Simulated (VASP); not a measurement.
Crystal: Mn.

```xyz
1
Lattice="2.3325 0.0000 0.0000 0.0000 2.3325 0.0000 0.0000 0.0000 2.3325" Properties=species:S:1:pos:R:3 pbc="T T T"
Mn    0.0000    0.0000    0.0000
```

```yaml
Program: VASP 6.6.1
Task: relaxation of cell and atoms
Functional: revPBE
Potentials_or_basis: VASP PAW PBE potentials, release 64 (Mn_pv)
Cutoff: 600 eV
k_mesh: 13 × 13 × 13
Occupations: fermi-dirac, width 0.1 eV
Spin: no spin polarisation
```

At the start: pressure -8.1 GPa; volume 12.69 Å³/atom.

Task: How do energy, volume and symmetry change on relaxing?

Result: Over 3 steps the energy falls by 14.5 meV/atom and the volume is 12.14 Å³/atom (-4.3 %); space group Pm-3m (No. 221, to 0.05 Å).

Step by step:
```
step  energy change (eV)  largest force (eV/Å)  pressure (GPa)  volume (Å³)
   1              0.0000                0.0000           -8.06        12.69
   2              0.0047                0.0000           11.18        11.55
   3             -0.0145                0.0000           -0.01        12.14
```

Final structure:
```yaml
crystal:
  lattice:
    - [2.29823, 0.00000, 0.00000]
    - [0.00000, 2.29823, 0.00000]
    - [0.00000, 0.00000, 2.29823]
  atoms:
    - { symbol: Mn, position: [0.00000, 0.00000, 0.00000] }
```

Caveat: the PAW data sets were made with another functional, which shifts forces and pressure a little; the run has no spin polarisation, though such a crystal can be magnetic.
